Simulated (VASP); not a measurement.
# Fe (P6_3/mmc) in VASP: notebook, part 2 of 2

VASP 6.6.1. Earlier steps stand in the parts before.

### Step 3. Relaxation of cell and atoms, r2SCAN

This run uses another cell than the first one, of 13.48 Å³/atom.

POSCAR

```
Fe
1.0
    3.5886383460      0.0000000000      0.0000000000
   -1.7943191730      3.1078519726      0.0000000000
    0.0000000000      0.0000000000      4.8359434021
Fe
4
Direct
    0.3333333333      0.6666666667      0.4620999176
    0.6666666667      0.3333333333      0.9620999176
    0.6666666667      0.3333333333      0.5379000824
    0.3333333333      0.6666666667      0.0379000824
```

INCAR.step1

```
SYSTEM = Fe
PREC = Accurate ; ENCUT = 600
ISMEAR = 0 ; SIGMA = 0.1
LREAL = .FALSE. ; LASPH = .TRUE.
NELM = 60 ; GGA = PE
ALGO = Normal ; EDIFF = 1E-4
LWAVE = .TRUE. ; LCHARG = .FALSE.
```

INCAR.step2

```
SYSTEM = Fe
PREC = Accurate ; ENCUT = 600
EDIFF = 1E-6 ; ISMEAR = 0
SIGMA = 0.1 ; LREAL = .FALSE.
LASPH = .TRUE. ; NELM = 60
ALGO = Normal ; ISIF = 3
LWAVE = .FALSE. ; LCHARG = .FALSE.
METAGGA = R2SCAN ; LMIXTAU = .TRUE.
IBRION = 2 ; NSW = 100
EDIFFG = -0.01 ; ISTART = 1
```

KPOINTS

```
regular mesh
0
G
  15 15 10
  0 0 0
```

Potentials or basis: VASP PAW PBE potentials, release 64 (Fe).

Command:

```console
$ cat potpaw_PBE.64/Fe/POTCAR > POTCAR
$ cp INCAR.step1 INCAR
$ mpirun -np 1 vasp_std > vasp.out
$ cp INCAR.step2 INCAR
$ mpirun -np 1 vasp_std > vasp.out
```

OUTCAR:

```text
SYSTEM = Fe
   PREC = Accurate
   ENCUT = 600
   EDIFF = 1E-6
   ISMEAR = 0
   LREAL = .FALSE.
   LASPH = .TRUE.
   NELM = 60
   ISIF = 3
   METAGGA = R2SCAN
   IBRION = 2
   NSW = 100
   EDIFFG = -0.01
   ISTART = 1

 ion  position               nearest neighbor table
   1  0.333  0.667  0.462-   4 2.05   3 2.10   3 2.10   3 2.10   4 2.78
   2  0.667  0.333  0.962-   3 2.05   4 2.10   4 2.10   4 2.10   3 2.78
   3  0.667  0.333  0.538-   2 2.05   1 2.10   1 2.10   1 2.10   2 2.78
   4  0.333  0.667  0.038-   1 2.05   2 2.10   2 2.10   2 2.10   1 2.78

  LATTYP: Found a hexagonal cell.
 ALAT       =     3.5886383460
 C/A-ratio  =     1.3475705646

  Lattice vectors:

 A1 = (   3.5886383460,   0.0000000000,   0.0000000000)
 A2 = (  -1.7943191730,   3.1078519726,   0.0000000000)
 A3 = (   0.0000000000,   0.0000000000,   4.8359434021)

Analysis of symmetry for initial positions (statically):
=====================================================================
 Subroutine PRICEL returns:
 Original cell was already a primitive cell.

[... 181 lines left out ...]
  FORCE on cell =-STRESS in cart. coord.  units (eV):
  Direction    XX          YY          ZZ          XY          YZ          ZX
  --------------------------------------------------------------------------------------
  -------------------------------------------------------------------------------------
  Total       -0.2248564     -0.2248564     -0.2682878     -0.0000000      0.0000000      0.0000000
  in kB       -6.6795104     -6.6795104     -7.9696696     -0.0000000      0.0000000      0.0000000
  external PRESSURE =      -7.1095635 kB  Pullay stress =       0.0000000 kB
[... 139 lines left out ...]
--------------------------------------- Ionic step        5  -------------------------------------------

 number of electron      31.9999978 magnetization

 Free energy of the ion-electron system (eV)
  ---------------------------------------------------
  ext. energy  EPLUGINS =         0.00000000
  ---------------------------------------------------
  free energy    TOTEN  =       -50.36143940 eV

  energy without entropy =      -50.33483464  energy(sigma->0) =      -50.34813702

 E-fermi :   4.2763     XC(G=0): -12.7614

 val. band max:        4.2748428554   @ k =   0.4667   0.0667   0.1000
 cond. band min:       4.2841447892   @ k =   0.3333  -0.0000   0.1000
 fundamental gap:      0.0093019339
 Fermi energy:         4.2762528680

 k-point     1 :       0.0000    0.0000    0.0000
  band No.  band energies     occupation
      1      -3.2655      2.00000
      2       0.4536      2.00000
      3       0.4738      2.00000
      4       0.4738      2.00000
      5       0.9291      2.00000
      6       1.4339      2.00000
[... 541 lines left out ...]
     19       5.5995      0.00000
     20       5.8828      0.00000

 [... further k-points ...]

------------------------ aborting loop because EDIFF is reached ----------------------------------------

  FORCE on cell =-STRESS in cart. coord.  units (eV):
  Direction    XX          YY          ZZ          XY          YZ          ZX
  --------------------------------------------------------------------------------------
  -------------------------------------------------------------------------------------
  Total        0.0069633      0.0069633     -0.0238314      0.0000000     -0.0000000      0.0000000
  in kB        0.2077525      0.2077525     -0.7110191      0.0000000     -0.0000000      0.0000000
  external PRESSURE =      -0.0985047 kB  Pullay stress =       0.0000000 kB
[... 19 lines left out ...]
  FREE ENERGIE OF THE ION-ELECTRON SYSTEM (eV)
  ---------------------------------------------------
  free  energy   TOTEN  =       -50.3614394006 eV

  energy  without entropy=      -50.3348346395  energy(sigma->0) =      -50.34813702

 reached required accuracy - stopping structural energy minimisation
```

OUTCAR.step1:

```text
SYSTEM = Fe
   PREC = Accurate
   ENCUT = 600
   ISMEAR = 0
   LREAL = .FALSE.
   LASPH = .TRUE.
   NELM = 60
[... 783 lines left out ...]
      1.79432      1.03595      4.65266        -0.000000      0.000000      0.221751
      1.79432      1.03595      2.60125        -0.000000      0.000000     -0.221751
     -0.00000      2.07190      0.18328         0.000000     -0.000000     -0.221751
 -----------------------------------------------------------------------------------
    total drift:                               -0.000000     -0.000000     -0.000000

  FREE ENERGIE OF THE ION-ELECTRON SYSTEM (eV)
  ---------------------------------------------------
  free  energy   TOTEN  =       -28.2381727538 eV

  energy  without entropy=      -28.2106481409  energy(sigma->0) =      -28.22441045
```

OSZICAR.step1:

```text
N       E                     dE             d eps       ncg     rms          rms(c)
DAV:   1     0.246979303622E+03    0.24698E+03   -0.15642E+04  6480   0.222E+03
DAV:   2    -0.599330311659E+01   -0.25297E+03   -0.24294E+03  6504   0.407E+02
DAV:   3    -0.302024268931E+02   -0.24209E+02   -0.22167E+02 10432   0.138E+02
DAV:   4    -0.315917629165E+02   -0.13893E+01   -0.13156E+01  9416   0.382E+01
DAV:   5    -0.316310250320E+02   -0.39262E-01   -0.38341E-01  9212   0.493E+00    0.180E+01
DAV:   6    -0.287663046358E+02    0.28647E+01   -0.38918E+01  9148   0.902E+01    0.387E+00
DAV:   7    -0.282774888492E+02    0.48882E+00   -0.35660E+00  8288   0.281E+01    0.175E+00
DAV:   8    -0.282472565329E+02    0.30232E-01   -0.91737E-02  8828   0.337E+00    0.957E-01
DAV:   9    -0.282384871061E+02    0.87694E-02   -0.43427E-02  9284   0.270E+00    0.153E-01
DAV:  10    -0.282382287764E+02    0.25833E-03   -0.52372E-03  8868   0.103E+00    0.528E-02
DAV:  11    -0.282381727538E+02    0.56023E-04   -0.44478E-04  7332   0.311E-01
   1 F= -.28238173E+02 E0= -.28224410E+02  d E =-.275246E-01
```

It took 36 min on 1 thread of Oxide Virtual Turin-like, shared host; peak memory 0.29 GiB.

Results:

```yaml
Free_energy: -50.3614 eV
Relaxed_volume: 13.43 Å³/atom
Relaxed_cell: a = 3.584 Å, b = 3.584 Å, c = 4.827 Å, α = 90.00°, β = 90.00°, γ = 120.00°
Space_group_after_relaxing_to_0.1_Å: P6_3/mmc (No. 194)
Energy_gained_by_relaxing: 0.1 meV/atom
Ionic_steps: 5
Pressure_after_relaxing: 0.0 GPa
Largest_force_after_relaxing: 0.009 eV/Å
Band_gap_on_the_k_mesh: zero (bands 16 and 17 overlap by 1.57 eV)
```

Forces in eV/Å, atoms in the order of the input:
```
Fe   0.000  0.000  0.009
Fe   0.000  0.000  0.009
Fe   0.000  0.000 -0.009
Fe   0.000  0.000 -0.009
```

The path:
```
step  energy change (eV)  largest force (eV/Å)  pressure (GPa)  volume (Å³)
   1              0.0000                0.0005           -0.71        53.94
   2              0.0001                0.0388            0.83        53.47
   3             -0.0005                0.0188            0.02        53.71
   4             -0.0005                0.0185           -0.03        53.71
   5             -0.0006                0.0089           -0.01        53.70
```

Final structure:
```
Fe
1.0
     3.58399    0.00000    0.00000
    -1.79199    3.10382    0.00000
     0.00000    0.00000    4.82742
Fe
4
Direct
  0.33333 0.66667 0.46227
  0.66667 0.33333 0.96227
  0.66667 0.33333 0.53773
  0.33333 0.66667 0.03773
```

Levels at points of the mesh, in eV from the Fermi level:
| k point | band 13 | band 14 | band 15 | band 16 | band 17 | band 18 | band 19 | band 20 |
| --- | --- | --- | --- | --- | --- | --- | --- | --- |
| (0.00, 0.00, 0.00) | -1.74 | -1.74 | -0.74 | -0.73 | -0.73 | 0.18 | 0.18 | 1.11 |
| (0.00, 0.00, 0.50) | -1.28 | -1.28 | -1.28 | -1.28 | -0.63 | -0.63 | 0.68 | 0.68 |

Caveat: the PAW data sets were made with another functional, which shifts forces and pressure a little; the run has no spin polarisation, though such a crystal can be magnetic. Spin polarisation is off, so any magnetic state and its effect on volume and gap are missing.
